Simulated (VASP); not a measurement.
# Ga3Se (Pm-3m) in VASP: notebook

Ga3Se is run at these levels: PBEsol; tasks: single point.

Everything below comes from runs of VASP 6.6.1. Logs are shortened: lines on timing, memory, paths and dates and some standing lists are left out, and cuts for length are marked.

## (1) The cell of the first run

Symmetry: Pm-3m, No. 221, cubic system. Conventional cell: a = 4.432 Å, b = 4.432 Å, c = 4.432 Å, α = 90.00°, β = 90.00°, γ = 90.00°. Within 4.1 Å of Ga (site symmetry 4/mmm) lie 8 Ga at 3.13 Å and 4 Se at 3.13 Å. Se (site symmetry m-3m) has 12 Ga at 3.13 Å within 4.1 Å.

## (2) Single point, PBEsol

INCAR

```
SYSTEM = Ga3Se
PREC = Accurate ; ENCUT = 520
EDIFF = 1E-6 ; ISMEAR = 0
SIGMA = 0.05 ; LREAL = .False.
LASPH = .True. ; NELM = 80
ALGO = Normal ; ISIF = 2
LWAVE = .False. ; LCHARG = .False.
GGA = PS ; NBANDS = 30
```

KPOINTS

```
regular mesh
0
Gamma
  10 10 10
  0 0 0
```

POSCAR

```
Ga3Se
1.0
    4.4324650000      0.0000000000      0.0000000000
    0.0000000000      4.4324650000      0.0000000000
    0.0000000000      0.0000000000      4.4324650000
Ga Se
3 1
Direct
    0.0000000000      0.5000000000      0.5000000000
    0.5000000000      0.0000000000      0.5000000000
    0.5000000000      0.5000000000      0.0000000000
    0.0000000000      0.0000000000      0.0000000000
```

Potentials or basis: VASP PAW PBE potentials, release 64 (Ga_d, Se).

Command:

```sh
$ cat potpaw_PBE.64/Ga_d/POTCAR potpaw_PBE.64/Se/POTCAR > POTCAR
$ mpirun -np 1 vasp_std > vasp.out
```

OUTCAR:

```text
SYSTEM = Ga3Se
   PREC = Accurate
   ENCUT = 520
   EDIFF = 1E-6
   ISMEAR = 0
   LREAL = .False.
   LASPH = .True.
   NELM = 80
   ISIF = 2
   GGA = PS

 ion  position               nearest neighbor table
   1  0.000  0.500  0.500-
   2  0.500  0.000  0.500-
   3  0.500  0.500  0.000-
   4  0.000  0.000  0.000-

  LATTYP: Found a simple cubic cell.
 ALAT       =     4.4324650000

  Lattice vectors:

 A1 = (   4.4324650000,   0.0000000000,   0.0000000000)
 A2 = (   0.0000000000,   4.4324650000,   0.0000000000)
 A3 = (   0.0000000000,   0.0000000000,   4.4324650000)

Analysis of symmetry for initial positions (statically):
=====================================================================
 Subroutine PRICEL returns:
 Original cell was already a primitive cell.

 Routine SETGRP: Setting up the symmetry group for a
 simple cubic supercell.

 Subroutine GETGRP returns: Found 48 space group operations
 (whereof 48 operations were pure point group operations)
 out of a pool of 48 trial point group operations.

The static configuration has the point symmetry O_h .

Analysis of symmetry for dynamics (positions and initial velocities):
=====================================================================
 Subroutine PRICEL returns:
 Original cell was already a primitive cell.

 Routine SETGRP: Setting up the symmetry group for a
 simple cubic supercell.

 Subroutine GETGRP returns: Found 48 space group operations
 (whereof 48 operations were pure point group operations)
 out of a pool of 48 trial point group operations.

The dynamic configuration has the point symmetry O_h .

 Subroutine INISYM returns: Found 48 space group operations
 (whereof 48 operations are pure point group operations),
 and found     1 'primitive' translations

----------------------------------------------------------------------------------------

                                     Primitive cell

  volume of cell :      87.0835

  direct lattice vectors                    reciprocal lattice vectors
     4.432465000  0.000000000  0.000000000     0.225608098  0.000000000  0.000000000
     0.000000000  4.432465000  0.000000000     0.000000000  0.225608098  0.000000000
     0.000000000  0.000000000  4.432465000     0.000000000  0.000000000  0.225608098

  length of vectors
     4.432465000  4.432465000  4.432465000     0.225608098  0.225608098  0.225608098

  position of ions in fractional coordinates (direct lattice)
     0.000000000  0.500000000  0.500000000
     0.500000000  0.000000000  0.500000000
     0.500000000  0.500000000  0.000000000
     0.000000000  0.000000000  0.000000000

  ion indices of the primitive-cell ions
   primitive index   ion index
                 1           1
                 2           2
                 3           3
                 4           4

----------------------------------------------------------------------------------------

 KPOINTS: regular mesh

Automatic generation of k-mesh.
 Grid dimensions read from file:
 generate k-points for:   10   10   10

 Generating k-lattice:

  Cartesian coordinates                     Fractional coordinates (reciprocal lattice)
     0.022560810  0.000000000  0.000000000     0.100000000  0.000000000  0.000000000
     0.000000000  0.022560810  0.000000000     0.000000000  0.100000000  0.000000000
     0.000000000  0.000000000  0.022560810     0.000000000  0.000000000  0.100000000

  Length of vectors
     0.022560810  0.022560810  0.022560810

  Shift w.r.t. Gamma in fractional coordinates (k-lattice)
     0.000000000  0.000000000  0.000000000

 Subroutine IBZKPT returns following result:
 ===========================================

 Found     56 irreducible k-points:

 Following reciprocal coordinates:
            Coordinates               Weight
  0.000000  0.000000  0.000000      1.000000
  0.100000  0.000000  0.000000      6.000000
  0.200000  0.000000  0.000000      6.000000
  0.300000  0.000000  0.000000      6.000000
  0.400000  0.000000  0.000000      6.000000
  0.500000  0.000000  0.000000      3.000000
[... 16 lines left out ...]
  0.200000  0.100000  0.100000     24.000000
  0.300000  0.100000  0.100000     24.000000
 [... further k-points ...]
   k-points           NKPTS =     56   k-points in BZ     NKDIM =     56   number of bands    NBANDS=     30
   number of dos      NEDOS =    301   number of ions     NIONS =      4
   total plane-waves  NPLWV =  46656
   dimension x,y,z NGX =    36 NGY =   36 NGZ =   36
   dimension x,y,z NGXF=    72 NGYF=   72 NGZF=   72
   ions per type =               3   1
   NGX,Y,Z   is equivalent  to a cutoff of  13.50, 13.50, 13.50 a.u.
   NGXF,Y,Z  is equivalent  to a cutoff of  27.00, 27.00, 27.00 a.u.
 SYSTEM =  Ga3Se
   PREC   = accura    normal or accurate (medium, high low for compatibility)
   ISTART =      0    job   : 0-new  1-cont  2-samecut
   ICHARG =      2    charge: 1-file 2-atom 10-const
   ISPIN  =      1    spin polarized calculation?
   LNONCOLLINEAR =      F non collinear calculations
   LSORBIT =      F    spin-orbit coupling
   LASPH  =      T    aspherical Exc in radial PAW
   ENCUT  =  520.0 eV  38.22 Ry    6.18 a.u.   8.24  8.24  8.24*2*pi/ulx,y,z
   NELM   =     80;   NELMIN=  2; NELMDL= -5     # of ELM steps
   EDIFF  = 0.1E-05   stopping-criterion for ELM
   LREAL  =      F    real-space projection
   EDIFFG = 0.1E-04   stopping-criterion for IOM
   NSW    =      0    number of steps for IOM
   IBRION =     -1    ionic relax: 0-MD 1-quasi-New 2-CG
   NFREE  =      0    steps in history (QN), initial steepest desc. (CG)
   ISIF   =      2    stress and relaxation
   ISYM   =      2    0-nonsym 1-usesym 2-fastsym
   POTIM  = 0.5000    time-step for ionic-motion
   TEBEG  =    0.0;   TEEND  =   0.0 temperature during run
   PSTRESS=    0.0 pullay stress
   NELECT =      45.0000    total number of electrons
   NUPDOWN=      -1.0000    fix difference up-down
   EMIN   =  10.00;   EMAX   =-10.00  energy-range for DOS
   EFERMI =   0.00;   METHOD = LEGACY
   ISMEAR =     0;   SIGMA  =   0.05  broadening in eV -4-tet -1-fermi 0-gaus
   EFERMI_NEDOS =   21; number of points for ismear=-14 and -15
   IALGO  =     38    algorithm
   IMIX   =      4    mixing-type and parameters
     AMIX     =   0.40;   BMIX     =  1.00
     AMIX_MAG =   1.60;   BMIX_MAG =  1.00
  volume/ion in A,a.u.               =      21.77       146.92
  Fermi-wavevector in a.u.,A,eV,Ry     =   1.313713  2.482557 23.481488  1.725841
  Thomas-Fermi vector in A             =   2.444016
   LORBIT       =      0    0 simple, 1 ext, 2 COOP (PROOUT), +10 PAW based schemes
   GGA     = PS    functional components
   LHFCALC =     F    Hartree Fock is set to
   AEXX    =    0.0000 exact exchange contribution
   IVDW    =     0    specifies the selected vdW correction
   LEPSILON=     F    determine dielectric tensor
   LRPA    =     F    only Hartree local field effects (RPA)
 non-spin polarized calculation
 Gauss-broadening in eV      SIGMA  =   0.05
  energy-cutoff  :      520.00
  volume of cell :       87.08
 maximum number of plane-waves:      2367
 NGX is ok and might be reduce to    36
   NGX = 17   NGY = 17   NGZ = 17

 number of electron      44.9999944 magnetization

 Free energy of the ion-electron system (eV)
  ---------------------------------------------------
  ext. energy  EPLUGINS =         0.00000000
  ---------------------------------------------------
  free energy    TOTEN  =       -13.93761790 eV

  energy without entropy =      -13.93397655  energy(sigma->0) =      -13.93579723

 E-fermi :   4.4691     XC(G=0): -10.4084

 val. band max:        4.4432402828   @ k =   0.4000   0.0000   0.0000
 cond. band min:       4.4862822457   @ k =   0.2000   0.1000   0.1000
 fundamental gap:      0.0430419629
 Fermi energy:         4.4691415269

 k-point     1 :       0.0000    0.0000    0.0000
  band No.  band energies     occupation
      1     -10.4907      2.00000
      2     -10.4676      2.00000
      3     -10.4676      2.00000
      4     -10.4676      2.00000
      5     -10.4154      2.00000
      6     -10.4154      2.00000
[... 22 lines left out ...]
     29      10.4512      0.00000
     30      11.5407      0.00000

 k-point     2 :       0.1000    0.0000    0.0000
  band No.  band energies     occupation
      1     -10.4843      2.00000
      2     -10.4664      2.00000
      3     -10.4626      2.00000
      4     -10.4626      2.00000
      5     -10.4147      2.00000
      6     -10.4118      2.00000
[... 22 lines left out ...]
     29      10.7859      0.00000
     30      11.7009      0.00000

 k-point     3 :       0.2000    0.0000    0.0000
  band No.  band energies     occupation
      1     -10.4665      2.00000
      2     -10.4633      2.00000
      3     -10.4482      2.00000
      4     -10.4482      2.00000
      5     -10.4126      2.00000
      6     -10.4016      2.00000
[... 22 lines left out ...]
     29      11.4294      0.00000
     30      11.8978      0.00000

 k-point     4 :       0.3000    0.0000    0.0000
  band No.  band energies     occupation
      1     -10.4591      2.00000
      2     -10.4413      2.00000
      3     -10.4258      2.00000
      4     -10.4258      2.00000
      5     -10.4091      2.00000
      6     -10.3868      2.00000
[... 22 lines left out ...]
     29      11.1821      0.00000
     30      11.6316      0.00000

 k-point     5 :       0.4000    0.0000    0.0000
  band No.  band energies     occupation
      1     -10.4555      2.00000
      2     -10.4193      2.00000
      3     -10.4000      2.00000
      4     -10.3993      2.00000
      5     -10.3993      2.00000
      6     -10.3711      2.00000
[... 22 lines left out ...]
     29      10.0622      0.00000
     30      10.9738      0.00000
[... 526 lines left out ...]
     29       9.7590      0.00000
     30      12.1323      0.00000

 k-point    22 :       0.1000    0.1000    0.1000
  band No.  band energies     occupation
      1     -10.4742      2.00000
      2     -10.4589      2.00000
      3     -10.4554      2.00000
      4     -10.4554      2.00000
      5     -10.4085      2.00000
      6     -10.4085      2.00000
[... 22 lines left out ...]
     29      11.0712      0.00000
     30      11.5233      0.00000

 k-point    23 :       0.2000    0.1000    0.1000
  band No.  band energies     occupation
      1     -10.4629      2.00000
      2     -10.4521      2.00000
      3     -10.4435      2.00000
      4     -10.4411      2.00000
      5     -10.4061      2.00000
      6     -10.3974      2.00000
[... 22 lines left out ...]
     29      10.5262      0.00000
     30      11.6329      0.00000

 k-point    24 :       0.3000    0.1000    0.1000
  band No.  band energies     occupation
      1     -10.4530      2.00000
      2     -10.4388      2.00000
      3     -10.4246      2.00000
      4     -10.4172      2.00000
      5     -10.4027      2.00000
      6     -10.3816      2.00000
[... 22 lines left out ...]
     29       9.6115      0.00000
     30      11.7544      0.00000

 [... further k-points ...]

------------------------ aborting loop because EDIFF is reached ----------------------------------------

  FORCE on cell =-STRESS in cart. coord.  units (eV):
  Direction    XX          YY          ZZ          XY          YZ          ZX
  --------------------------------------------------------------------------------------
  -------------------------------------------------------------------------------------
  Total       -1.9553858     -1.9553858     -1.9553858      0.0000000     -0.0000000      0.0000000
  in kB      -35.9755207    -35.9755207    -35.9755207      0.0000000     -0.0000000      0.0000000
  external PRESSURE =     -35.9755207 kB  Pullay stress =       0.0000000 kB

 VOLUME and BASIS-vectors are now :
 -----------------------------------------------------------------------------
  energy-cutoff  :      520.00
  volume of cell :       87.08
      direct lattice vectors                 reciprocal lattice vectors
     4.432465000  0.000000000  0.000000000     0.225608098  0.000000000  0.000000000
     0.000000000  4.432465000  0.000000000     0.000000000  0.225608098  0.000000000
     0.000000000  0.000000000  4.432465000     0.000000000  0.000000000  0.225608098

 POSITION                                       TOTAL-FORCE (eV/Angst)
 -----------------------------------------------------------------------------------
      0.00000      2.21623      2.21623         0.000000      0.000000      0.000000
      2.21623      0.00000      2.21623         0.000000      0.000000      0.000000
      2.21623      2.21623      0.00000         0.000000      0.000000      0.000000
      0.00000      0.00000      0.00000         0.000000      0.000000      0.000000
 -----------------------------------------------------------------------------------
    total drift:                                0.000000      0.000000      0.000000

  FREE ENERGIE OF THE ION-ELECTRON SYSTEM (eV)
  ---------------------------------------------------
  free  energy   TOTEN  =       -13.9376179038 eV

  energy  without entropy=      -13.9339765513  energy(sigma->0) =      -13.93579723
```

Wall time 2.2 min (1 thread of Intel Xeon 8259CL, shared host); peak memory 0.28 GiB.

Results:

```yaml
Free_energy: -13.9376 eV
Pressure: -3.6 GPa
Band_gap_on_the_k_mesh: zero (an odd number of electrons rules out a gap without spin polarisation)
```

Levels at points of the mesh, in eV from the Fermi level:
```csv
k point,band 18,band 19,band 20,band 21,band 22,band 23,band 24,band 25,band 26,band 27
"(0.00, 0.00, 0.00)",-3.72,-3.72,-3.72,-2.83,-2.83,1.62,1.62,1.62,4.40,4.40
"(0.50, 0.00, 0.00)",-5.26,-2.78,-2.78,-2.15,-1.03,-0.26,-0.26,1.16,4.00,4.18
"(0.50, 0.50, 0.00)",-6.81,-6.38,-2.14,-0.80,-0.69,-0.69,1.37,1.66,1.66,1.87
"(0.50, 0.50, 0.50)",-5.06,-5.06,-4.87,-4.87,-4.87,-3.47,3.97,3.97,3.97,8.54
```

Caveat: the cell stands under tension; the PAW data sets were made with another functional, which shifts forces and pressure a little.

## (3) Single point, PBEsol

INCAR

```
SYSTEM = Ga3Se
ALGO = Normal
EDIFF = 1E-7
ENCUT = 520
GGA = PS
ISIF = 2
ISMEAR = 0
LASPH = .True.
LCHARG = .False.
LREAL = .False.
LWAVE = .False.
NBANDS = 30
NELM = 100
PREC = Accurate
SIGMA = 0.3
```

KPOINTS

```
k-points
0
Gamma
  10 10 10
  0 0 0
```

POSCAR is that of step 2.

Potentials or basis: VASP PAW PBE potentials, release 64 (Ga_d, Se).

Command:

```sh
$ cat potpaw_PBE.64/Ga_d/POTCAR potpaw_PBE.64/Se/POTCAR > POTCAR
$ mpirun -np 1 vasp_std > vasp.out
```

OUTCAR:

```text
SYSTEM = Ga3Se
   EDIFF = 1E-7
   ENCUT = 520
   GGA = PS
   ISIF = 2
   ISMEAR = 0
   LASPH = .True.
   LREAL = .False.
   NELM = 100
   PREC = Accurate

 ion  position               nearest neighbor table
   1  0.000  0.500  0.500-
   2  0.500  0.000  0.500-
   3  0.500  0.500  0.000-
   4  0.000  0.000  0.000-

[... 989 lines left out ...]
------------------------ aborting loop because EDIFF is reached ----------------------------------------

  FORCE on cell =-STRESS in cart. coord.  units (eV):
  Direction    XX          YY          ZZ          XY          YZ          ZX
  --------------------------------------------------------------------------------------
  -------------------------------------------------------------------------------------
  Total       -1.9800562     -1.9800562     -1.9800562     -0.0000000      0.0000000      0.0000000
  in kB      -36.4294115    -36.4294115    -36.4294115     -0.0000000      0.0000000      0.0000000
  external PRESSURE =     -36.4294115 kB  Pullay stress =       0.0000000 kB

 VOLUME and BASIS-vectors are now :
 -----------------------------------------------------------------------------
  energy-cutoff  :      520.00
  volume of cell :       87.08
      direct lattice vectors                 reciprocal lattice vectors
     4.432465000  0.000000000  0.000000000     0.225608098  0.000000000  0.000000000
     0.000000000  4.432465000  0.000000000     0.000000000  0.225608098  0.000000000
     0.000000000  0.000000000  4.432465000     0.000000000  0.000000000  0.225608098

 POSITION                                       TOTAL-FORCE (eV/Angst)
 -----------------------------------------------------------------------------------
      0.00000      2.21623      2.21623         0.000000      0.000000      0.000000
      2.21623      0.00000      2.21623         0.000000      0.000000      0.000000
      2.21623      2.21623      0.00000         0.000000      0.000000      0.000000
      0.00000      0.00000      0.00000         0.000000      0.000000      0.000000
 -----------------------------------------------------------------------------------
    total drift:                                0.000000      0.000000      0.000000

  FREE ENERGIE OF THE ION-ELECTRON SYSTEM (eV)
  ---------------------------------------------------
  free  energy   TOTEN  =       -13.9778318909 eV

  energy  without entropy=      -13.9107627717  energy(sigma->0) =      -13.94429733
```

stdout:

```text
POSCAR found type information on POSCAR GaSe
 POSCAR found :  2 types and       4 ions
 scaLAPACK will be used
 -----------------------------------------------------------------------------
|                                                                             |
|                                                                             |
|     You enforced a specific xc type in the INCAR file but a different       |
|     I HOPE YOU KNOW WHAT YOU ARE DOING!                                     |
|                                                                             |
 -----------------------------------------------------------------------------

 LDA part: xc-table for (Slater+PW92), standard interpolation
 POSCAR, INCAR and KPOINTS ok, starting setup
 FFT: planning ... GRIDC
 FFT: planning ... GRID_SOFT
 FFT: planning ... GRID
 WAVECAR not read
 entering main loop
```

Wall time 2.6 min (1 thread of Intel Xeon 8259CL, shared host); peak memory 0.28 GiB.

Results:

| Property | Result |
| --- | --- |
| Free energy | -13.9778 eV |
| Pressure | -3.6 GPa |
| Band gap on the k mesh | zero (an odd number of electrons rules out a gap without spin polarisation) |

Caveat: the cell stands under tension; so wide a smearing shifts energies and pressures; the PAW data sets were made with another functional, which shifts forces and pressure a little.

## (4) Single point, PBEsol

INCAR

```
PREC = Accurate
ENCUT = 520
EDIFF = 1E-7
ISMEAR = 0
SIGMA = 0.5
LREAL = False
LASPH = True
NELM = 60
ALGO = Normal
ISIF = 2
LWAVE = False
LCHARG = False
GGA = PS
NBANDS = 30
```

KPOINTS

```
regular mesh
0
Gamma
  10 10 10
```

POSCAR is that of step 3.

Command:

```sh
$ cat potpaw_PBE.64/Ga_d/POTCAR potpaw_PBE.64/Se/POTCAR > POTCAR
$ mpirun -np 1 vasp_std > vasp.out
```

Run time: 2.5 min. Hardware: 1 thread of Intel Xeon 8259CL, shared host; peak memory 0.28 GiB.

It converged, with:

| Item | Value |
| --- | --- |
| Free energy | -14.0338 eV |
| Pressure | -3.6 GPa |
| Band gap on the k mesh | zero (an odd number of electrons rules out a gap without spin polarisation) |

Levels at points of the mesh, in eV from the Fermi level:
```
           k point  band 20  band 21  band 22  band 23  band 24  band 25
(0.00, 0.00, 0.00)    -3.70    -2.81    -2.81     1.64     1.64     1.64
(0.50, 0.00, 0.00)    -2.77    -2.13    -1.02    -0.23    -0.23     1.18
(0.50, 0.50, 0.00)    -2.13    -0.78    -0.68    -0.68     1.40     1.68
(0.50, 0.50, 0.50)    -4.85    -4.85    -4.85    -3.45     3.99     3.99
```

Caveat: the cell stands under tension; so wide a smearing shifts energies and pressures; the PAW data sets were made with another functional, which shifts forces and pressure a little.

## (5) The runs side by side

| smearing | gap on the mesh (eV) | pressure (GPa) |
| --- | --- | --- |
| gaussian 0.05 eV | none | -3.6 |
| gaussian 0.3 eV | none | -3.6 |
| gaussian 0.5 eV | none | -3.6 |

Alike in all rows: task single point; level PBEsol; potentials or basis VASP PAW PBE potentials, release 64 (Ga_d, Se); no spin polarisation; cell as given; k mesh 10 × 10 × 10; cutoff (eV) 520.

Caveats: the cell stands under tension; the PAW data sets were made with another functional, which shifts forces and pressure a little; so wide a smearing shifts energies and pressures (at least some runs).

Total energies depend on the potentials used, so only differences within one code and one set of settings carry meaning.
